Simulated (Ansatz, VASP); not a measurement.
Two plane-wave programs on BeSe3

```
Be Se
1.0
     3.71814    0.00000    0.00000
     0.00000    3.71814    0.00000
     0.00000    0.00000   14.74102
Be Se
2 6
Direct
  0.50000 0.50000 0.00000
  0.00000 0.00000 0.00000
  0.50000 0.00000 0.91044
  0.00000 0.50000 0.08956
  0.00000 0.50000 0.38219
  0.50000 0.00000 0.38224
  0.50000 0.00000 0.61781
  0.00000 0.50000 0.61776
```

Alike in both runs: functional PBE; k mesh 4 × 4 × 2; occupations gaussian, width 0.2 eV; no spin polarisation.

Ansatz relaxed the structure, and its values are those at the end. VASP's run is a single point on that final structure, the one shown.

|  | VASP | Ansatz |
| --- | --- | --- |
| version | VASP 6.6.1 | Ansatz 0.2.0 |
| potentials or method | VASP PAW PBE potentials, release 64 (Be, Se), cutoff 520 eV | scalar-relativistic, plane waves, PAW |
| valence electrons in the cell | 40 | 100 |

Ansatz gave:

| Item | Value |
| --- | --- |
| gap on the k mesh at the Fermi level (eV) | none |
| pressure (GPa) | 0.0 |
| rms of the force components (eV/Å) | 0.004 |

Task: What did VASP give for the same quantities?

Result: gap on the k mesh at the Fermi level (eV): none; pressure (GPa): 0.1; rms of the force components (eV/Å): 0.008.

A gap of «none» marks a metal or a gap that the smearing closes. VASP's potentials hold 40 valence electrons a cell and Ansatz's 100, so a difference there can come from the potentials and not from the codes.

The k mesh is coarse, so the values compare programs but aren't converged.
